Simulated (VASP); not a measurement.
A run of VASP 6.6.1 is set up as follows.

Contents of INCAR:

```
  PREC = Accurate
  ENCUT = 520
  EDIFF = 1E-7
  ISMEAR = 0
  SIGMA = 0.05
  LREAL = F
  LASPH = T
  NELM = 150
  ALGO = Normal
  ISIF = 2
  LWAVE = F
  LCHARG = T
  ISPIN = 2
  MAGMOM = 0 0 0 0 0 0 1
  LORBIT = 11
  LDIPOL = T
  IDIPOL = 3
  DIPOL = 0.5 0.5 0.316
  GGA = PS
  LELF = T
  LVHAR = T
  LVACPOTAV = T
  NBANDS = 26
```

Contents of KPOINTS:

```
regular mesh
0
Gamma
  9 9 1
```

The input POSCAR:

```
Mg3HO3
1.0
    2.9804137519      0.0000000000      0.0000000000
    0.0000000000      2.9804137519      0.0000000000
    0.0000000000      0.0000000000     21.2399431533
Mg O H
3 3 1
Direct
    0.5000000000      0.5000000000      0.1883244212
    0.0000000000      0.0000000000      0.2877909891
    0.5000000000      0.5000000000      0.3857349348
    0.0000000000      0.0000000000      0.1883244212
    0.5000000000      0.5000000000      0.2873494718
    0.0000000000      0.0000000000      0.3879456312
    0.0000000000      0.0000000000      0.4835202749
```

Potentials or basis: VASP PAW PBE potentials, release 64 (Mg, O, H).

The run is started by

```sh
$ cat potpaw_PBE.64/Mg/POTCAR potpaw_PBE.64/O/POTCAR potpaw_PBE.64/H/POTCAR > POTCAR
$ mpirun -np 1 vasp_std > vasp.out
```

Q: What does it give for the band gap on the k mesh?

A: 0.25 eV, indirect (least direct gap 1.90 eV).

Q: Predict the largest force.

A: 0.607 eV/Å.

Forces on the atoms (eV/Å):
```
Mg   0.000  0.000  0.434
Mg   0.000  0.000 -0.063
Mg   0.000  0.000  0.607
O    0.000  0.000 -0.421
O    0.000  0.000  0.004
O    0.000  0.000 -0.569
H    0.000  0.000  0.009
```

Caveat: the PAW data sets were made with another functional, which shifts forces and pressure a little.
